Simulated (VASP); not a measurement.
# Ga5P6 in VASP: further runs, part 2 of 2

VASP 6.6.1. The steps go on from the part before.

## Step 3: Single point, PBE

INCAR

```
SYSTEM = Ga5P6
PREC = Accurate ; ENCUT = 520
EDIFF = 1E-7 ; ISMEAR = 0
SIGMA = 0.05 ; LREAL = .False.
LASPH = .True. ; NELM = 100
ALGO = Normal ; ISIF = 2
LWAVE = .False. ; LCHARG = .False.
LDIPOL = .True. ; IDIPOL = 3
DIPOL = 0.5 0.5 0.500 ; GGA = PE
NBANDS = 58
```

KPOINTS

```
Automatic mesh
0
Gamma
  7 7 1
  0 0 0
```

POSCAR

```
Ga5P6
1.0
    3.8926748890      0.0000000000      0.0000000000
    0.0000000000      3.8926748890      0.0000000000
    0.0000000000      0.0000000000     28.7626840549
P Ga
6 5
Direct
    0.0000000000      0.5000000000      0.2616814197
    0.5000000000      0.0000000000      0.3569393802
    0.0000000000      0.5000000000      0.4521452788
    0.5000000000      0.0000000000      0.5478547151
    0.0000000000      0.5000000000      0.6430606139
    0.5000000000      0.0000000000      0.7383186122
    0.5000000000      0.5000000000      0.3077711403
    0.0000000000      0.0000000000      0.4039492814
    0.5000000000      0.5000000000      0.4999999966
    0.0000000000      0.0000000000      0.5960507133
    0.5000000000      0.5000000000      0.6922288486
```

Potentials or basis: VASP PAW PBE potentials, release 64 (P, Ga_d).

Run with:

```
$ cat potpaw_PBE.64/P/POTCAR potpaw_PBE.64/Ga_d/POTCAR > POTCAR
$ mpirun -np 1 vasp_std > vasp.out
```

OUTCAR:

```text
SYSTEM = Ga5P6
   PREC = Accurate
   ENCUT = 520
   EDIFF = 1E-7
   ISMEAR = 0
   LREAL = .False.
   LASPH = .True.
   NELM = 100
   ISIF = 2
   GGA = PE

 ion  position               nearest neighbor table
   1  0.000  0.500  0.262-   7 2.35   7 2.35
   2  0.500  0.000  0.357-   8 2.37   8 2.37   7 2.41   7 2.41
   3  0.000  0.500  0.452-   9 2.38   9 2.38   8 2.39   8 2.39
   4  0.500  0.000  0.548-   9 2.38   9 2.38  10 2.39  10 2.39
   5  0.000  0.500  0.643-  10 2.37  10 2.37  11 2.41  11 2.41
   6  0.500  0.000  0.738-  11 2.35  11 2.35
   7  0.500  0.500  0.308-   1 2.35   1 2.35   2 2.41   2 2.41
   8  0.000  0.000  0.404-   2 2.37   2 2.37   3 2.39   3 2.39
   9  0.500  0.500  0.500-   3 2.38   3 2.38   4 2.38   4 2.38
  10  0.000  0.000  0.596-   5 2.37   5 2.37   4 2.39   4 2.39
  11  0.500  0.500  0.692-   6 2.35   6 2.35   5 2.41   5 2.41

  LATTYP: Found a simple tetragonal cell.
 ALAT       =     3.8926748890
 C/A-ratio  =     7.3889253213

  Lattice vectors:

 A1 = (   3.8926748890,   0.0000000000,   0.0000000000)
 A2 = (   0.0000000000,   3.8926748890,   0.0000000000)
 A3 = (   0.0000000000,   0.0000000000,  28.7626840549)

Analysis of symmetry for initial positions (statically):
=====================================================================
 Subroutine PRICEL returns:
 Original cell was already a primitive cell.

 Routine SETGRP: Setting up the symmetry group for a
 simple tetragonal supercell.

 Subroutine GETGRP returns: Found  8 space group operations
 (whereof  8 operations were pure point group operations)
 out of a pool of 16 trial point group operations.

The static configuration has the point symmetry D_2d.

Analysis of symmetry for dynamics (positions and initial velocities):
=====================================================================
 Subroutine PRICEL returns:
 Original cell was already a primitive cell.

 Routine SETGRP: Setting up the symmetry group for a
 simple tetragonal supercell.

 Subroutine GETGRP returns: Found  8 space group operations
 (whereof  8 operations were pure point group operations)
 out of a pool of 16 trial point group operations.

The dynamic configuration has the point symmetry D_2d.

 Subroutine INISYM returns: Found  8 space group operations
 (whereof  8 operations are pure point group operations),
 and found     1 'primitive' translations

----------------------------------------------------------------------------------------

                                     Primitive cell

  volume of cell :     435.8386

  direct lattice vectors                    reciprocal lattice vectors
     3.892674889  0.000000000  0.000000000     0.256892761  0.000000000  0.000000000
     0.000000000  3.892674889  0.000000000     0.000000000  0.256892761  0.000000000
     0.000000000  0.000000000 28.762684055     0.000000000  0.000000000  0.034767270

  length of vectors
     3.892674889  3.892674889 28.762684055     0.256892761  0.256892761  0.034767270

  position of ions in fractional coordinates (direct lattice)
     0.000000000  0.500000000  0.261681420
     0.500000000  0.000000000  0.356939380
     0.000000000  0.500000000  0.452145279
     0.500000000  0.000000000  0.547854715
     0.000000000  0.500000000  0.643060614
     0.500000000  0.000000000  0.738318612
[... 65 lines left out ...]
   NGXF,Y,Z  is equivalent  to a cutoff of  25.62, 25.62, 24.97 a.u.
 SYSTEM =  Ga5P6
   PREC   = accura    normal or accurate (medium, high low for compatibility)
   ISTART =      0    job   : 0-new  1-cont  2-samecut
   ICHARG =      2    charge: 1-file 2-atom 10-const
   ISPIN  =      1    spin polarized calculation?
   LNONCOLLINEAR =      F non collinear calculations
   LSORBIT =      F    spin-orbit coupling
   LASPH  =      T    aspherical Exc in radial PAW
   ENCUT  =  520.0 eV  38.22 Ry    6.18 a.u.   7.24  7.24 53.48*2*pi/ulx,y,z
   NELM   =    100;   NELMIN=  2; NELMDL= -5     # of ELM steps
   EDIFF  = 0.1E-06   stopping-criterion for ELM
   LREAL  =      F    real-space projection
   EDIFFG = 0.1E-05   stopping-criterion for IOM
   NSW    =      0    number of steps for IOM
   IBRION =     -1    ionic relax: 0-MD 1-quasi-New 2-CG
   NFREE  =      0    steps in history (QN), initial steepest desc. (CG)
   ISIF   =      2    stress and relaxation
   ISYM   =      2    0-nonsym 1-usesym 2-fastsym
   POTIM  = 0.5000    time-step for ionic-motion
   TEBEG  =    0.0;   TEEND  =   0.0 temperature during run
   PSTRESS=    0.0 pullay stress
   NELECT =      95.0000    total number of electrons
   NUPDOWN=      -1.0000    fix difference up-down
   EMIN   =  10.00;   EMAX   =-10.00  energy-range for DOS
   EFERMI =   0.00;   METHOD = LEGACY
   ISMEAR =     0;   SIGMA  =   0.05  broadening in eV -4-tet -1-fermi 0-gaus
   EFERMI_NEDOS =   21; number of points for ismear=-14 and -15
   IALGO  =     38    algorithm
   IMIX   =      4    mixing-type and parameters
     AMIX     =   0.40;   BMIX     =  1.00
     AMIX_MAG =   1.60;   BMIX_MAG =  1.00
  volume/ion in A,a.u.               =      39.62       267.38
  Fermi-wavevector in a.u.,A,eV,Ry     =   0.985237  1.861828 13.207071  0.970692
  Thomas-Fermi vector in A             =   2.116529
   LORBIT       =      0    0 simple, 1 ext, 2 COOP (PROOUT), +10 PAW based schemes
   GGA     = PE    functional components
   LHFCALC =     F    Hartree Fock is set to
   AEXX    =    0.0000 exact exchange contribution
   IVDW    =     0    specifies the selected vdW correction
   LEPSILON=     F    determine dielectric tensor
   LRPA    =     F    only Hartree local field effects (RPA)
 non-spin polarized calculation
 Gauss-broadening in eV      SIGMA  =   0.05
  energy-cutoff  :      520.00
  volume of cell :      435.84
 maximum number of plane-waves:     11766
 NGX is ok and might be reduce to    30
   NGX = 15   NGY = 15   NGZ =107

 dipolmoment           0.000000      0.000000      0.000000 electrons x Angstroem

 number of electron      94.9999975 magnetization

 dipolmoment           0.000000      0.000000     -0.000001 electrons x Angstroem

 Free energy of the ion-electron system (eV)
  ---------------------------------------------------
  ext. energy  EPLUGINS =         0.00000000
  ---------------------------------------------------
  free energy    TOTEN  =       -47.27585215 eV

  energy without entropy =      -47.26293789  energy(sigma->0) =      -47.26939502

 E-fermi :  -0.8081     XC(G=0):  -5.6744

 val. band max:       -0.8234991336   @ k =   0.4286   0.2857   0.0000
 cond. band min:      -0.8065628820   @ k =   0.0000   0.0000   0.0000
 fundamental gap:      0.0169362515
 Fermi energy:        -0.8081349229

 k-point     1 :       0.0000    0.0000    0.0000
  band No.  band energies     occupation
      1     -15.3223      2.00000
      2     -15.2299      2.00000
      3     -15.2299      2.00000
      4     -15.2284      2.00000
      5     -15.2113      2.00000
      6     -15.1800      2.00000
[... 599 lines left out ...]
     57       3.3347      0.00000
     58       3.9929      0.00000

------------------------ aborting loop because EDIFF is reached ----------------------------------------

 vacuum level on the upper side and lower side of the slab       (xc-potential included)        -0.071        -0.071

  FORCE on cell =-STRESS in cart. coord.  units (eV):
  Direction    XX          YY          ZZ          XY          YZ          ZX
  --------------------------------------------------------------------------------------
  -------------------------------------------------------------------------------------
  Total       -2.3098750     -2.3098750      0.0710995      0.0000000      0.0000000      0.0000000
  in kB       -8.4912843     -8.4912843      0.2613676      0.0000000      0.0000000      0.0000000
  external PRESSURE =      -5.5737337 kB  Pullay stress =       0.0000000 kB

 VOLUME and BASIS-vectors are now :
 -----------------------------------------------------------------------------
  energy-cutoff  :      520.00
  volume of cell :      435.84
      direct lattice vectors                 reciprocal lattice vectors
     3.892674889  0.000000000  0.000000000     0.256892761  0.000000000  0.000000000
     0.000000000  3.892674889  0.000000000     0.000000000  0.256892761  0.000000000
     0.000000000  0.000000000 28.762684055     0.000000000  0.000000000  0.034767270

 POSITION                                       TOTAL-FORCE (eV/Angst)
 -----------------------------------------------------------------------------------
      0.00000      1.94634      7.52666        -0.000000     -0.000000      0.000310
      1.94634      0.00000     10.26653        -0.000000      0.000000     -0.006014
      0.00000      1.94634     13.00491        -0.000000      0.000000     -0.009644
      1.94634      0.00000     15.75777        -0.000000      0.000000      0.009644
      0.00000      1.94634     18.49615        -0.000000      0.000000      0.006014
      1.94634      0.00000     21.23602        -0.000000      0.000000     -0.000310
      1.94634      1.94634      8.85232        -0.000000     -0.000000     -0.001091
      0.00000      0.00000     11.61867         0.000000      0.000000     -0.002027
      1.94634      1.94634     14.38134        -0.000000      0.000000      0.000000
      0.00000      0.00000     17.14402         0.000000      0.000000      0.002027
      1.94634      1.94634     19.91036        -0.000000      0.000000      0.001091
 -----------------------------------------------------------------------------------
    total drift:                                0.000000      0.000000      0.000146

  FREE ENERGIE OF THE ION-ELECTRON SYSTEM (eV)
  ---------------------------------------------------
  free  energy   TOTEN  =       -47.2758521547 eV

  energy  without entropy=      -47.2629378922  energy(sigma->0) =      -47.26939502

 vacuum level on the upper side and lower side of the slab         5.396         5.396
```

It took 13 min on 1 thread of Intel Xeon Platinum 8259CL at 2.50GHz (Skylake/Cascade Lake), shared host; peak memory 0.53 GiB.

What came out:

| Property | Result |
| --- | --- |
| Free energy | -47.2759 eV |
| Largest force | 0.010 eV/Å |
| Band gap on the k mesh | zero (an odd number of electrons rules out a gap without spin polarisation) |

Forces in eV/Å, atoms in the order of the input:
```
P    0.000  0.000  0.000
P    0.000  0.000 -0.006
P    0.000  0.000 -0.010
P    0.000  0.000  0.010
P    0.000  0.000  0.006
P    0.000  0.000  0.000
Ga   0.000  0.000 -0.001
Ga   0.000  0.000 -0.002
Ga   0.000  0.000  0.000
Ga   0.000  0.000  0.002
Ga   0.000  0.000  0.001
```
